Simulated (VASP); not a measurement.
Input of a VASP 6.6.1 run:

The input INCAR:

```
SYSTEM = AlAs
PREC     = Accurate       ! precision mode
ENCUT    = 500            ! plane-wave cutoff, eV
EDIFF    = 1E-6           ! SCF threshold, eV
ISMEAR   = 0              ! smearing method
SIGMA    = 0.02           ! smearing width, eV
LREAL    = .False.        ! projectors in reciprocal space
LASPH    = .True.         ! aspherical terms in the spheres
NELM     = 200            ! most SCF steps
ALGO     = Normal         ! electronic algorithm
ISIF     = 2              ! what is computed and relaxed
LWAVE    = .False.        ! write WAVECAR
LCHARG   = .True.         ! write CHGCAR
MAGMOM   = 0 0 0 0 0 0    ! initial moments
LORBIT   = 11             ! projections on sites
LSORBIT  = .True.         ! spin-orbit coupling
GGA_COMPAT= .False.      
LORBMOM  = .True.       
GGA      = PS             ! functional
LVHAR    = .True.       
NBANDS   = 20             ! bands
```

KPOINTS

```
regular mesh
0
Gamma
  8 8 8
  0 0 0
```

POSCAR

```
AlAs
1.0
    0.0000000000      2.8372981997      2.8372981997
    2.8372981997      0.0000000000      2.8372981997
    2.8372981997      2.8372981997      0.0000000000
Al As
1 1
Direct
    0.0000000000      0.0000000000      0.0000000000
    0.2500000000      0.2500000000      0.2500000000
```

Potentials or basis: VASP PAW PBE potentials, release 64 (Al, As).

Command:

```bash
$ cat potpaw_PBE.64/Al/POTCAR potpaw_PBE.64/As/POTCAR > POTCAR
$ mpirun -np 1 vasp_ncl > vasp.out
```

(1) What does it give for the pressure?

(2) What does it give for the net moment?

Answers

(1) 0.3 GPa.

(2) 0.00 μB per cell.

Caveat: the PAW data sets were made with another functional, which shifts forces and pressure a little.
